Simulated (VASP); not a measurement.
Si7C:

```
CELL_PARAMETERS angstrom
10.41462 0.00000 0.00000
0.00000 10.41462 0.00000
0.00000 0.00000 10.41462
ATOMIC_POSITIONS crystal
Si 0.99993 0.99716 0.00152
Si 0.99809 0.99824 0.50035
Si 0.00314 0.49958 0.00093
Si 0.99609 0.50240 0.49944
Si 0.50184 0.00045 0.00246
Si 0.50324 0.50117 0.00171
Si 0.12553 0.12633 0.12440
Si 0.12610 0.12673 0.62685
Si 0.62285 0.12773 0.12584
Si 0.62792 0.12365 0.62552
Si 0.62370 0.62649 0.62326
Si 0.25066 0.24914 0.00021
Si 0.25059 0.25328 0.50009
Si 0.24881 0.74878 0.99643
Si 0.24860 0.75011 0.49599
Si 0.74890 0.24662 0.00306
Si 0.75011 0.25049 0.50202
Si 0.75141 0.75160 0.00210
Si 0.74945 0.75195 0.49918
Si 0.37422 0.37402 0.62309
Si 0.37610 0.87732 0.12506
Si 0.37679 0.87714 0.62632
Si 0.87517 0.37737 0.12939
Si 0.87616 0.37298 0.62464
Si 0.87306 0.87729 0.12477
Si 0.24615 0.99707 0.24931
Si 0.24731 0.99905 0.75187
Si 0.24614 0.50217 0.25177
Si 0.24708 0.50273 0.75271
Si 0.74866 0.00138 0.25049
Si 0.74740 0.99825 0.74823
Si 0.74870 0.49733 0.24723
Si 0.75090 0.49995 0.74609
Si 0.37199 0.12265 0.37692
Si 0.37104 0.12515 0.87349
Si 0.37513 0.62770 0.37734
Si 0.37709 0.62636 0.87305
Si 0.87653 0.12429 0.87548
Si 0.87666 0.62526 0.37301
Si 0.87212 0.62790 0.87582
Si 0.00374 0.25217 0.25182
Si 0.00104 0.24941 0.75041
Si 0.00005 0.75111 0.25244
Si 0.99911 0.75221 0.74875
Si 0.49852 0.24845 0.24897
Si 0.50144 0.24943 0.74779
Si 0.50087 0.75535 0.25034
Si 0.50209 0.75090 0.75162
Si 0.12569 0.37141 0.37593
Si 0.12450 0.37392 0.87733
Si 0.12631 0.87648 0.37691
Si 0.11993 0.87564 0.87735
Si 0.62822 0.37439 0.37681
Si 0.62516 0.37401 0.87610
Si 0.62244 0.87586 0.37280
Si 0.62637 0.87068 0.87651
C 0.50032 0.99992 0.49789
C 0.50011 0.50172 0.50110
C 0.12458 0.62560 0.12482
C 0.12358 0.62594 0.62600
C 0.62868 0.62739 0.12472
C 0.37482 0.37591 0.12088
C 0.87190 0.87445 0.62495
C 0.87412 0.12538 0.37457
```

| Quantity | Value |
| --- | --- |
| Program | VASP 6.6.1 |
| Task | relaxation of volume and atoms at fixed shape |
| Functional | PBEsol |
| Potentials or basis | VASP PAW PBE potentials, release 64 (Si, C) |
| Cutoff | 600 eV |
| k mesh | 1 × 1 × 1, shifted |
| Occupations | fermi-dirac, width 0.05 eV |
| Spin | no spin polarisation |

At the start: pressure 3.1 GPa; volume 17.65 Å³/atom.

**Question.** How do energy, volume and symmetry change on relaxing?

**Answer.** Over 24 steps the energy falls by 274.3 meV/atom and the volume is 17.23 Å³/atom (-2.4 %); space group P1 (No. 1, to 0.1 Å) before and after.

Step by step:
| step | energy change (eV) | largest force (eV/Å) | pressure (GPa) | volume (Å³) |
| --- | --- | --- | --- | --- |
| 1 | 0.0000 | 3.9702 | 3.06 | 1129.62 |
| 2 | -11.2530 | 2.0477 | -5.49 | 1185.71 |
| 3 | -11.8916 | 1.5953 | -7.12 | 1202.27 |
| 4 | -15.5655 | 1.7872 | 2.89 | 1082.15 |
| 5 | -15.9610 | 1.2023 | 0.07 | 1108.17 |
| 6 | -17.0523 | 0.7396 | 0.51 | 1100.88 |
| 7 | -17.0934 | 0.9243 | 0.66 | 1099.18 |
| 8 | -17.3672 | 0.3656 | -0.54 | 1109.16 |
| 9 | -17.3738 | 0.3243 | -0.75 | 1110.97 |
| 10 | -17.4676 | 0.2486 | 0.32 | 1100.40 |
| 11 | -17.4678 | 0.2515 | 0.37 | 1099.88 |
| 12 | -17.5053 | 0.1379 | 0.02 | 1103.20 |
| 13 | -17.5072 | 0.1608 | -0.08 | 1104.12 |
| 14 | -17.5264 | 0.0947 | -0.08 | 1104.03 |
| 15 | -17.5311 | 0.1154 | -0.07 | 1103.95 |
| 16 | -17.5422 | 0.0732 | 0.10 | 1102.17 |
| 17 | -17.5425 | 0.0739 | 0.14 | 1101.80 |
| 18 | -17.5494 | 0.0605 | -0.10 | 1103.94 |
| 19 | -17.5495 | 0.0618 | -0.15 | 1104.33 |
| 20 | -17.5529 | 0.0539 | 0.07 | 1102.16 |
| 21 | -17.5530 | 0.0470 | 0.03 | 1102.49 |
| 22 | -17.5542 | 0.0341 | 0.00 | 1102.73 |
| 23 | -17.5543 | 0.0347 | 0.00 | 1102.74 |
| 24 | -17.5549 | 0.0207 | -0.01 | 1102.80 |

Final structure:
```yaml
crystal:
  lattice:
    - [10.33157, 0.00000, 0.00000]
    - [0.00000, 10.33157, 0.00000]
    - [0.00000, 0.00000, 10.33157]
  atoms:
    - { symbol: Si, position: [0.99802, 0.99815, 0.99927] }
    - { symbol: Si, position: [0.97063, 0.99578, 0.49733] }
    - { symbol: Si, position: [0.01928, 0.51465, 0.01914] }
    - { symbol: Si, position: [0.01552, 0.51954, 0.51263] }
    - { symbol: Si, position: [0.50672, 0.99930, 0.99807] }
    - { symbol: Si, position: [0.49503, 0.50145, 0.02960] }
    - { symbol: Si, position: [0.12406, 0.13598, 0.13410] }
    - { symbol: Si, position: [0.11881, 0.12308, 0.62142] }
    - { symbol: Si, position: [0.62693, 0.13454, 0.13487] }
    - { symbol: Si, position: [0.61396, 0.09958, 0.60312] }
    - { symbol: Si, position: [0.61502, 0.61272, 0.60673] }
    - { symbol: Si, position: [0.26923, 0.27959, 0.02028] }
    - { symbol: Si, position: [0.26077, 0.25005, 0.49963] }
    - { symbol: Si, position: [0.23112, 0.73038, 0.01394] }
    - { symbol: Si, position: [0.23891, 0.73891, 0.51306] }
    - { symbol: Si, position: [0.75541, 0.24793, 0.99617] }
    - { symbol: Si, position: [0.75618, 0.23423, 0.48345] }
    - { symbol: Si, position: [0.72752, 0.72874, 0.02191] }
    - { symbol: Si, position: [0.76164, 0.76567, 0.50873] }
    - { symbol: Si, position: [0.38682, 0.40272, 0.60664] }
    - { symbol: Si, position: [0.37512, 0.86356, 0.12409] }
    - { symbol: Si, position: [0.38582, 0.89202, 0.60837] }
    - { symbol: Si, position: [0.87337, 0.37789, 0.13549] }
    - { symbol: Si, position: [0.87804, 0.37384, 0.62165] }
    - { symbol: Si, position: [0.87235, 0.86572, 0.13396] }
    - { symbol: Si, position: [0.25492, 0.99767, 0.25666] }
    - { symbol: Si, position: [0.25381, 0.00293, 0.75243] }
    - { symbol: Si, position: [0.25345, 0.49633, 0.22926] }
    - { symbol: Si, position: [0.23287, 0.52709, 0.72425] }
    - { symbol: Si, position: [0.76203, 0.01560, 0.27430] }
    - { symbol: Si, position: [0.76584, 0.97197, 0.72448] }
    - { symbol: Si, position: [0.72634, 0.51647, 0.24131] }
    - { symbol: Si, position: [0.74492, 0.49842, 0.75088] }
    - { symbol: Si, position: [0.39283, 0.11290, 0.38547] }
    - { symbol: Si, position: [0.37539, 0.13801, 0.88203] }
    - { symbol: Si, position: [0.38694, 0.60599, 0.38804] }
    - { symbol: Si, position: [0.36840, 0.62369, 0.87709] }
    - { symbol: Si, position: [0.87131, 0.11578, 0.86240] }
    - { symbol: Si, position: [0.87790, 0.63087, 0.36794] }
    - { symbol: Si, position: [0.87696, 0.63118, 0.87784] }
    - { symbol: Si, position: [0.97704, 0.23331, 0.27970] }
    - { symbol: Si, position: [0.00469, 0.25369, 0.75724] }
    - { symbol: Si, position: [0.02413, 0.72594, 0.22893] }
    - { symbol: Si, position: [0.99571, 0.75569, 0.71746] }
    - { symbol: Si, position: [0.48084, 0.27306, 0.24283] }
    - { symbol: Si, position: [0.50044, 0.25487, 0.73873] }
    - { symbol: Si, position: [0.51509, 0.73451, 0.24713] }
    - { symbol: Si, position: [0.49726, 0.74938, 0.74090] }
    - { symbol: Si, position: [0.12498, 0.37529, 0.37324] }
    - { symbol: Si, position: [0.13642, 0.38978, 0.87485] }
    - { symbol: Si, position: [0.11653, 0.86709, 0.37346] }
    - { symbol: Si, position: [0.12116, 0.86487, 0.86922] }
    - { symbol: Si, position: [0.60731, 0.39208, 0.38422] }
    - { symbol: Si, position: [0.61866, 0.37668, 0.88494] }
    - { symbol: Si, position: [0.61642, 0.89108, 0.39116] }
    - { symbol: Si, position: [0.63389, 0.86348, 0.87221] }
    - { symbol: C, position: [0.49719, 0.99720, 0.49337] }
    - { symbol: C, position: [0.50391, 0.50162, 0.49798] }
    - { symbol: C, position: [0.13789, 0.61439, 0.12717] }
    - { symbol: C, position: [0.11633, 0.63964, 0.62167] }
    - { symbol: C, position: [0.61399, 0.61976, 0.13037] }
    - { symbol: C, position: [0.37494, 0.38947, 0.12996] }
    - { symbol: C, position: [0.87932, 0.87038, 0.61369] }
    - { symbol: C, position: [0.87061, 0.11886, 0.38577] }
```

Caveat: the k points lie up to 0.61 Å⁻¹ apart in the final cell; the PAW data sets were made with another functional, which shifts forces and pressure a little.
